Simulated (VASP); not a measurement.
Write the native input for VASP 6.6.1 that does the following.

```yaml
Task: single point
Functional: HSE06
Potentials_or_basis: VASP PAW PBE potentials, release 64 (Ca_sv, O)
Cutoff: 520 eV
k_mesh: 4 × 4 × 4
Occupations: gaussian, width 0.01 eV
Spin: no spin polarisation
Dipole_correction: no
Grid_for_exact_exchange_PRECFOCK: Normal
Further_INCAR_settings: ALGO = Normal; EDIFF = 1e-06; NBANDS = 15
Screening_parameter: 0.2079 1/Å
```

Crystal: CaO.

```
CELL_PARAMETERS angstrom
0.00000 2.39755 2.39755
2.39755 0.00000 2.39755
2.39755 2.39755 0.00000
ATOMIC_POSITIONS crystal
Ca 0.00000 0.00000 0.00000
O 0.50000 0.50000 0.50000
```

The input as run:

POSCAR

```
CaO
1.0
    0.0000000000      2.3975501188      2.3975501188
    2.3975501188      0.0000000000      2.3975501188
    2.3975501188      2.3975501188      0.0000000000
Ca O
1 1
Direct
    0.0000000000      0.0000000000      0.0000000000
    0.5000000000      0.5000000000      0.5000000000
```

INCAR.step1

```
ALGO = Normal
EDIFF = 1E-5
ENCUT = 520
GGA = PE
ISIF = 2
ISMEAR = 0
LASPH = T
LCHARG = F
LREAL = F
LWAVE = T
NBANDS = 15
NELM = 100
PREC = Accurate
SIGMA = 0.01
```

INCAR.step2

```
ALGO = Normal
EDIFF = 1E-6
ENCUT = 520
GGA = PE
HFSCREEN = 0.2079
ISIF = 2
ISMEAR = 0
ISTART = 1
LASPH = T
LCHARG = F
LHFCALC = T
LREAL = F
LWAVE = F
NBANDS = 15
NELM = 100
PREC = Accurate
PRECFOCK = Normal
SIGMA = 0.01
```

KPOINTS

```
k-points
0
Gamma
  4 4 4
```

Potentials or basis: VASP PAW PBE potentials, release 64 (Ca_sv, O).

Launch:

```sh
$ cat potpaw_PBE.64/Ca_sv/POTCAR potpaw_PBE.64/O/POTCAR > POTCAR
$ cp INCAR.step1 INCAR
$ mpirun -np 1 vasp_std > vasp.out
$ cp INCAR.step2 INCAR
$ mpirun -np 1 vasp_std > vasp.out
```

It gave:

| Item | Value |
| --- | --- |
| Pressure | 1.0 GPa |
| Band gap on the k mesh | 5.29 eV, indirect (least direct gap 5.72 eV) |

Caveat: the k points lie up to 0.57 Å⁻¹ apart; the PAW data sets were made with another functional, which shifts forces and pressure a little.

It took 3.6 min on 1 thread of AMD EPYC 7R13 Processor (Zen 3), on a shared host, peak memory 0.23 GiB.
